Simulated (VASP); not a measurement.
Set up this calculation in VASP 6.6.1, as the native input.

- Task: single point
- Functional: PBE
- Potentials or basis: VASP PAW PBE potentials, release 64 (Sc_sv)
- Cutoff: 520 eV
- k mesh: 15 × 15 × 3
- Occupations: gaussian, width 0.1 eV
- Spin: no spin polarisation
- Dipole correction: no
- Further INCAR settings: ALGO = Normal; EDIFF = 1e-07; NBANDS = 42

The structure of Sc lies in POSCAR:

```
Sc
1.0
    3.2842170975      0.0000000000      0.0000000000
   -1.6421085487      2.8442154380      0.0000000000
    0.0000000000      0.0000000000     15.8145774349
Sc
6
Direct
    0.0000000000      0.0000000000      0.0000000000
    0.3333333333      0.6666666667      0.1652451049
    0.6666666667      0.3333333333      0.3347548951
    0.0000000000      0.0000000000      0.5000000000
    0.6666666667      0.3333333333      0.6652451049
    0.3333333333      0.6666666667      0.8347548951
```

The input as run:

INCAR

```
SYSTEM = Sc
PREC = Accurate ; ENCUT = 520
EDIFF = 1E-7 ; ISMEAR = 0
SIGMA = 0.1 ; LREAL = .FALSE.
LASPH = .TRUE. ; NELM = 100
ALGO = Normal ; ISIF = 2
LWAVE = .FALSE. ; LCHARG = .FALSE.
GGA = PE ; NBANDS = 42
```

KPOINTS

```
regular mesh
0
G
  15 15 3
  0 0 0
```

Potentials or basis: VASP PAW PBE potentials, release 64 (Sc_sv).

Command:

```bash
$ cat potpaw_PBE.64/Sc_sv/POTCAR > POTCAR
$ mpirun -np 1 vasp_std > vasp.out
```

Results of the run:

```json
{
  "Pressure": "0.0 GPa",
  "Largest force": "0.004 eV/Å",
  "Band gap on the k mesh": "zero (band 33 reaches 4.44 eV, above the bottom of band 34 at 3.43 eV)"
}
```

Wall time 4.8 min on 1 thread of AMD EPYC 9R45 96-Core Processor (Zen 5) (shared host), peak memory 0.35 GiB.
